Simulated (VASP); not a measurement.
Write the native input for VASP 6.6.1 that does the following.

```yaml
Task: relaxation of cell and atoms
Functional: PBE
Potentials_or_basis: VASP PAW PBE potentials, release 64 (Fe, S)
Cutoff: 600 eV
k_mesh: 4 × 4 × 4
Occupations: fermi-dirac, width 0.02 eV
Spin: no spin polarisation
Dipole_correction: no
Further_INCAR_settings: ALGO = Normal; EDIFF = 1e-07; IBRION = 2; EDIFFG = -0.005; NSW = 80; ISIF = 3
```

The structure of FeS2 lies in POSCAR:

```
FeS2
1.0
    5.3968238000      0.0000000000      0.0000000000
    0.0000000000      5.3968238000      0.0000000000
    0.0000000000      0.0000000000      5.3968238000
Fe S
4 8
Direct
    0.0000000000      0.5000000000      0.5000000000
    0.5000000000      0.5000000000      0.0000000000
    0.5000000000      0.0000000000      0.5000000000
    0.0000000000      0.0000000000      0.0000000000
    0.3853801400      0.1146198600      0.8853801400
    0.1146198600      0.8853801400      0.3853801400
    0.8853801400      0.3853801400      0.1146198600
    0.6146198600      0.6146198600      0.6146198600
    0.3853801400      0.3853801400      0.3853801400
    0.1146198600      0.6146198600      0.8853801400
    0.8853801400      0.1146198600      0.6146198600
    0.6146198600      0.8853801400      0.1146198600
```

These files were run (other wordings do the same):

INCAR

```
ALGO = Normal
EDIFF = 1E-7
EDIFFG = -0.005
ENCUT = 600
GGA = PE
GGA_COMPAT = F
IBRION = 2
ISIF = 3
ISMEAR = -1
LASPH = T
LCHARG = F
LREAL = F
LWAVE = F
NELM = 120
NELMIN = 4
NSW = 80
PREC = Accurate
SIGMA = 0.02
```

KPOINTS

```
k-points
0
Gamma
  4 4 4
```

Potentials or basis: VASP PAW PBE potentials, release 64 (Fe, S).

Command:

```bash
$ cat potpaw_PBE.64/Fe/POTCAR potpaw_PBE.64/S/POTCAR > POTCAR
$ mpirun -np 1 vasp_std > vasp.out
```

Results of the run:

```json
{
  "Relaxed volume": "13.16 Å³/atom",
  "Relaxed cell": "a = 5.405 Å, b = 5.405 Å, c = 5.405 Å, α = 90.00°, β = 90.00°, γ = 90.00°",
  "Space group after relaxing (to 0.1 Å)": "Pa-3 (No. 205)",
  "Energy gained by relaxing": "2.5 meV/atom",
  "Ionic steps": "5",
  "Pressure after relaxing": "0.0 GPa",
  "Largest force after relaxing": "0.004 eV/Å",
  "Band gap on the k mesh": "0.48 eV (least direct gap 0.52 eV)"
}
```

Caveat: semilocal functionals underestimate gaps, and a narrow one can read as zero.

Run time: 4.4 min on 1 thread of Intel(R) Xeon(R) 6975P-C (Granite Rapids) (shared host), peak memory 0.36 GiB.
